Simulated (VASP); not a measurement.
# MgS (m.b) (Fm-3m) in VASP: notebook, part 2 of 2

VASP 6.6.1.

## 3. Single point, PBE

Input file INCAR:

```
PREC = Accurate ; ENCUT = 600
EDIFF = 1E-6 ; ISMEAR = 0
SIGMA = 0.02 ; LREAL = False
LASPH = True ; NELM = 120
ALGO = Normal ; ISIF = 2
LWAVE = False ; LCHARG = True
GGA = PE ; LELF = True
LVHAR = True ; NBANDS = 11
GGA_COMPAT = False
```

Input file KPOINTS:

```
Automatic mesh
0
Gamma
  8 8 8
```

Input file POSCAR:

```
MgS
1.0
    0.0000000000      2.6147705030      2.6147705030
    2.6147705030      0.0000000000      2.6147705030
    2.6147705030      2.6147705030      0.0000000000
Mg S
1 1
Direct
    0.0000000000      0.0000000000      0.0000000000
    0.5000000000      0.5000000000      0.5000000000
```

Potentials or basis: VASP PAW PBE potentials, release 64 (Mg, S).

The run is started by

```console
> cat potpaw_PBE.64/Mg/POTCAR potpaw_PBE.64/S/POTCAR > POTCAR
> mpirun -np 1 vasp_std > vasp.out
```

OUTCAR:

```text
PREC = Accurate
   ENCUT = 600
   EDIFF = 1E-6
   ISMEAR = 0
   LREAL = False
   LASPH = True
   NELM = 120
   ISIF = 2
   GGA = PE

 ion  position               nearest neighbor table
   1  0.000  0.000  0.000-   2 2.61   2 2.61   2 2.61   2 2.61   2 2.61   2 2.61
   2  0.500  0.500  0.500-   1 2.61   1 2.61   1 2.61   1 2.61   1 2.61   1 2.61

  LATTYP: Found a face centered cubic cell.
 ALAT       =     5.2295410060

  Lattice vectors:

 A1 = (   0.0000000000,   2.6147705030,   2.6147705030)
 A2 = (   2.6147705030,   0.0000000000,   2.6147705030)
 A3 = (   2.6147705030,   2.6147705030,   0.0000000000)

Analysis of symmetry for initial positions (statically):
=====================================================================
 Subroutine PRICEL returns:
 Original cell was already a primitive cell.

 Routine SETGRP: Setting up the symmetry group for a
 face centered cubic supercell.

 Subroutine GETGRP returns: Found 48 space group operations
 (whereof 48 operations were pure point group operations)
 out of a pool of 48 trial point group operations.

The static configuration has the point symmetry O_h .

Analysis of symmetry for dynamics (positions and initial velocities):
=====================================================================
 Subroutine PRICEL returns:
 Original cell was already a primitive cell.

 Routine SETGRP: Setting up the symmetry group for a
 face centered cubic supercell.

 Subroutine GETGRP returns: Found 48 space group operations
 (whereof 48 operations were pure point group operations)
 out of a pool of 48 trial point group operations.

The dynamic configuration has the point symmetry O_h .

 Subroutine INISYM returns: Found 48 space group operations
 (whereof 48 operations are pure point group operations),
 and found     1 'primitive' translations

----------------------------------------------------------------------------------------

                                     Primitive cell

[... 112 lines left out ...]
  Fermi-wavevector in a.u.,A,eV,Ry     =   0.993866  1.878135 13.439427  0.987770
  Thomas-Fermi vector in A             =   2.125778
   LORBIT       =      0    0 simple, 1 ext, 2 COOP (PROOUT), +10 PAW based schemes
   GGA     = PE    functional components
   LHFCALC =     F    Hartree Fock is set to
   AEXX    =    0.0000 exact exchange contribution
   IVDW    =     0    specifies the selected vdW correction
   LEPSILON=     F    determine dielectric tensor
   LRPA    =     F    only Hartree local field effects (RPA)
 non-spin polarized calculation
 Gauss-broadening in eV      SIGMA  =   0.02
  energy-cutoff  :      600.00
  volume of cell :       35.75
 maximum number of plane-waves:      1243
 NGX is ok and might be reduce to    30
   NGX = 15   NGY = 15   NGZ = 15

 number of electron       7.9999999 magnetization

 Free energy of the ion-electron system (eV)
  ---------------------------------------------------
  ext. energy  EPLUGINS =         0.00000000
  ---------------------------------------------------
  free energy    TOTEN  =        -8.50328078 eV

  energy without entropy =       -8.50328078  energy(sigma->0) =       -8.50328078

 E-fermi :   3.7614     XC(G=0):  -9.6262

 val. band max:        3.5915359918   @ k =   0.0000   0.0000   0.0000
 cond. band min:       6.3340239696   @ k =   0.5000   0.5000   0.0000
 fundamental gap:      2.7424879778
 Fermi energy:         3.7613919324

 k-point     1 :       0.0000    0.0000    0.0000
  band No.  band energies     occupation
      1      -8.9901      2.00000
      2       3.5915      2.00000
      3       3.5915      2.00000
      4       3.5915      2.00000
      5       7.1838      0.00000
      6      11.5550      0.00000
      7      11.5550      0.00000
      8      11.5550      0.00000
      9      13.9236      0.00000
     10      13.9236      0.00000
     11      16.0940      0.00000
[... 309 lines left out ...]
 k-point    24 :      -0.3750    0.2500    0.1250
  band No.  band energies     occupation
      1      -7.5333      2.00000
      2      -0.6375      2.00000
      3       1.5019      2.00000
      4       2.4700      2.00000
      5       9.1244      0.00000
      6       9.6692      0.00000
      7      11.9607      0.00000
      8      12.9373      0.00000
      9      15.7911      0.00000
     10      16.7613      0.00000
     11      19.0620      0.00000

 [... further k-points ...]
[... 5 lines left out ...]
  --------------------------------------------------------------------------------------
  -------------------------------------------------------------------------------------
  Total       -0.0582674     -0.0582674     -0.0582674      0.0000000      0.0000000      0.0000000
  in kB       -2.6109898     -2.6109898     -2.6109898      0.0000000      0.0000000      0.0000000
  external PRESSURE =      -2.6109898 kB  Pullay stress =       0.0000000 kB

 VOLUME and BASIS-vectors are now :
 -----------------------------------------------------------------------------
  energy-cutoff  :      600.00
  volume of cell :       35.75
      direct lattice vectors                 reciprocal lattice vectors
     0.000000000  2.614770503  2.614770503    -0.191221371  0.191221371  0.191221371
     2.614770503  0.000000000  2.614770503     0.191221371 -0.191221371  0.191221371
     2.614770503  2.614770503  0.000000000     0.191221371  0.191221371 -0.191221371

 POSITION                                       TOTAL-FORCE (eV/Angst)
 -----------------------------------------------------------------------------------
      0.00000      0.00000      0.00000         0.000000     -0.000000      0.000000
      2.61477      2.61477      2.61477        -0.000000      0.000000     -0.000000
 -----------------------------------------------------------------------------------
    total drift:                               -0.000000     -0.000000      0.000000

  FREE ENERGIE OF THE ION-ELECTRON SYSTEM (eV)
  ---------------------------------------------------
  free  energy   TOTEN  =        -8.5032807804 eV

  energy  without entropy=       -8.5032807804  energy(sigma->0) =       -8.50328078
```

stdout:

```text
POSCAR found type information on POSCAR MgS
 POSCAR found :  2 types and       2 ions
 scaLAPACK will be used
 LDA part: xc-table for (Slater+PW92), standard interpolation
 POSCAR, INCAR and KPOINTS ok, starting setup
 FFT: planning ... GRIDC
 FFT: planning ... GRID_SOFT
 FFT: planning ... GRID
 WAVECAR not read
 entering main loop
```

Wall time 17 s (1 thread of Intel Xeon 6975P-C, shared host); peak memory 0.17 GiB.

Results:

```
Free energy            : -8.5033 eV
Pressure               : -0.3 GPa
Band gap on the k mesh : 2.74 eV, indirect (least direct gap 3.59 eV)
```

Levels at points of the mesh, in eV from the valence-band top:
```
           k point  band 1  band 2  band 3  band 4  band 5  band 6  band 7  band 8  band 9
(0.00, 0.00, 0.00)  -12.58    0.00    0.00    0.00    3.59    7.96    7.96    7.96   10.33
(0.50, 0.00, 0.00)  -11.31   -4.75   -0.57   -0.57    4.53    6.89    6.89    9.95   12.07
(0.50, 0.50, 0.00)  -10.96   -4.11   -1.65   -1.65    2.74    4.44   11.86   12.78   13.22
```

A k mesh can miss the band edges. PBE gaps usually lie below the measured ones, often by a third to a half.
